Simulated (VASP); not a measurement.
A run of VASP 6.6.1 is set up as follows.

Contents of INCAR:

```
SYSTEM = MgCd2Se3
ALGO = Normal ; EDIFF = 1E-6
EDIFFG = -0.04 ; ENCUT = 600
GGA = PE ; IBRION = 2
ISIF = 3 ; ISMEAR = 0
LASPH = .TRUE. ; LCHARG = .FALSE.
LREAL = .FALSE. ; LWAVE = .FALSE.
NELM = 60 ; NSW = 90
PREC = Accurate ; SIGMA = 0.1
```

Contents of KPOINTS:

```
k-points
0
G
  6 6 2
  0 0 0
```

File POSCAR:

```
MgCd2Se3
1.0
    4.0124112600      0.0000000000      0.0000000000
   -2.0062056300      3.4748500800      0.0000000000
    0.0000000000      0.0000000000      9.8214522500
Mg Cd Se
1 2 3
Direct
    0.0000000000      0.0000000000      0.0000000000
    0.3333333300      0.6666666700      0.6559943000
    0.6666666700      0.3333333300      0.3440057000
    0.3333333300      0.6666666700      0.1659022100
    0.6666666700      0.3333333300      0.8340977900
    0.0000000000      0.0000000000      0.5000000000
```

Potentials or basis: VASP PAW PBE potentials, release 64 (Mg, Cd, Se).

Launch:

```sh
$ cat potpaw_PBE.64/Mg/POTCAR potpaw_PBE.64/Cd/POTCAR potpaw_PBE.64/Se/POTCAR > POTCAR
$ mpirun -np 1 vasp_std > vasp.out
```

(1) Predict the space group after relaxing (to 0.1 Å).

(2) Predict the relaxed cell.

## Answers

(1) P-3m1 (No. 164).

(2) a = 4.010 Å, b = 4.010 Å, c = 9.817 Å, α = 90.00°, β = 90.00°, γ = 120.00°.
